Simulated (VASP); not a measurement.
A run of VASP 6.6.1:

File INCAR:

```
SYSTEM = GaN
  ALGO = Normal
  EDIFF = 1E-7
  ENCUT = 520
  GGA = PS
  ISIF = 2
  ISMEAR = -1
  IVDW = 12
  LASPH = .True.
  LCHARG = .False.
  LREAL = .False.
  LWAVE = .False.
  NBANDS = 16
  NELM = 60
  PREC = Accurate
  SIGMA = 0.05
```

File KPOINTS:

```
k-points
0
Gamma
  10 10 10
  0 0 0
```

POSCAR

```
GaN
1.0
    0.0000000000      2.2383759866      2.2383759866
    2.2383759866      0.0000000000      2.2383759866
    2.2383759866      2.2383759866      0.0000000000
Ga N
1 1
Direct
    0.0000000000      0.0000000000      0.0000000000
    0.2500000000      0.2500000000      0.2500000000
```

Potentials or basis: VASP PAW PBE potentials, release 64 (Ga_d, N).

Run with:

```bash
$ cat potpaw_PBE.64/Ga_d/POTCAR potpaw_PBE.64/N/POTCAR > POTCAR
$ mpirun -np 1 vasp_std > vasp.out
```

Hardware: 1 thread of Intel Xeon 6975P-C, on a shared host.

**Question.** Estimate the wall time of this run.

**Answer.** It took 27 s on 1 thread of Intel Xeon 6975P-C, on a shared host, peak memory 0.15 GiB. Counts: scf iterations 13, k points 47.
